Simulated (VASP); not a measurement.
A run of VASP 6.6.1 is set up as follows.

File POSCAR:

```
KTaO3
1.0
    4.1497363471      0.0000000000      0.0000000000
    0.0000000000      4.1497363471      0.0000000000
    0.0000000000      0.0000000000      3.9386226160
K Ta O
1 1 3
Direct
    0.0000000000      0.0000000000      0.0000000000
    0.5000000000      0.5000000000      0.5000000000
    0.5000000000      0.5000000000      0.0000000000
    0.5000000000      0.0000000000      0.5000000000
    0.0000000000      0.5000000000      0.5000000000
```

Contents of INCAR.step1:

```
SYSTEM = KTaO3
ALGO = Normal ; EDIFF = 1E-4
ENCUT = 520 ; GGA = PE
GGA_COMPAT = .False. ; ISMEAR = 0
LASPH = .True. ; LCHARG = .False.
LMAXMIX = 4 ; LREAL = .False.
LSORBIT = .True. ; LWAVE = .True.
MAGMOM = 0 0 0 0 0 0 0 0 0 0 0 0 0 0 0 ; NBANDS = 53
NELM = 150 ; PREC = Accurate
SIGMA = 0.01
```

File INCAR.step2:

```
SYSTEM = KTaO3
ALGO = Normal ; EDIFF = 1E-6
ENCUT = 520 ; GGA_COMPAT = .False.
ISIF = 2 ; ISMEAR = 0
ISTART = 1 ; LASPH = .True.
LCHARG = .False. ; LMAXMIX = 4
LMIXTAU = .True. ; LORBIT = 11
LORBMOM = .True. ; LREAL = .False.
LSORBIT = .True. ; LWAVE = .False.
MAGMOM = 0 0 0 0 0 0 0 0 0 0 0 0 0 0 0 ; METAGGA = R2SCAN
NBANDS = 53 ; NELM = 150
PREC = Accurate ; SIGMA = 0.01
```

Contents of KPOINTS:

```
k-points
0
Gamma
  6 6 6
  0 0 0
```

Potentials or basis: VASP PAW PBE potentials, release 64 (K_sv, Ta_pv, O).

The run is started by

```sh
$ cat potpaw_PBE.64/K_sv/POTCAR potpaw_PBE.64/Ta_pv/POTCAR potpaw_PBE.64/O/POTCAR > POTCAR
$ cp INCAR.step1 INCAR
$ mpirun -np 1 vasp_ncl > vasp.out
$ cp INCAR.step2 INCAR
$ mpirun -np 1 vasp_ncl > vasp.out
```

(1) Predict the pressure.

(2) Estimate the net moment.

Results:

(1) -10.1 GPa.

(2) 0.00 μB per cell.

Caveat: the cell differs from its parent crystal (epitaxial xy strain +4.0%); the stress differs along the axes, from -16 to 1 GPa; the PAW data sets were made with another functional, which shifts forces and pressure a little.
